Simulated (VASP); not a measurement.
Wanted: the native input for a VASP 6.6.1 run.

| Item | Value |
| --- | --- |
| Task | relaxation of cell and atoms |
| Functional | PBE |
| Potentials or basis | VASP PAW PBE potentials, release 64 (Cs_sv, Mg) |
| Cutoff | 600 eV |
| k mesh | 4 × 4 × 4 |
| Occupations | gaussian, width 0.1 eV |
| Spin | no spin polarisation |
| Dipole correction | no |
| Further INCAR settings | ALGO = Fast; EDIFF = 1e-06; IBRION = 2; EDIFFG = -0.04; NSW = 90; ISIF = 3 |

The structure of Cs2Mg lies in POSCAR:

```
Cs2Mg
1.0
    0.0000000000      3.7710992717      3.7710992717
    3.7710992717      0.0000000000      3.7710992717
    3.7710992717      3.7710992717      0.0000000000
Cs Mg
2 1
Direct
    0.2500000000      0.2500000000      0.2500000000
    0.7500000000      0.7500000000      0.7500000000
    0.0000000000      0.0000000000      0.0000000000
```

The input as run:

INCAR

```
SYSTEM = Cs2Mg
  ALGO = Fast
  EDIFF = 1E-6
  EDIFFG = -0.04
  ENCUT = 600
  GGA = PE
  IBRION = 2
  ISIF = 3
  ISMEAR = 0
  LASPH = .True.
  LCHARG = .False.
  LREAL = .False.
  LWAVE = .False.
  NELM = 80
  NSW = 90
  PREC = Accurate
  SIGMA = 0.1
```

KPOINTS

```
k-points
0
Gamma
  4 4 4
  0 0 0
```

Potentials or basis: VASP PAW PBE potentials, release 64 (Cs_sv, Mg).

Command:

```sh
$ cat potpaw_PBE.64/Cs_sv/POTCAR potpaw_PBE.64/Mg/POTCAR > POTCAR
$ mpirun -np 1 vasp_std > vasp.out
```

Results of the run:

- Relaxed volume: 78.60 Å³/atom
- Relaxed cell: a = 6.935 Å, b = 6.935 Å, c = 6.935 Å, α = 60.00°, β = 60.00°, γ = 60.00°
- Space group after relaxing (to 0.05 Å): Fm-3m (No. 225)
- Energy gained by relaxing: 822.9 meV/atom
- Ionic steps: 6
- Pressure after relaxing: 0.0 GPa
- Band gap on the k mesh: zero (band 10 reaches 0.90 eV, above the bottom of band 11 at 0.50 eV)

Caveat: the k points lie up to 0.28 Å⁻¹ apart in the final cell; the volume moved by over 15 % at a fixed basis, so the end points are rough; spin-orbit coupling is left out, which moves the levels of the heavy elements.

It took 2.8 min on 1 thread of Intel Xeon 6975P-C, on a shared host, peak memory 0.33 GiB.
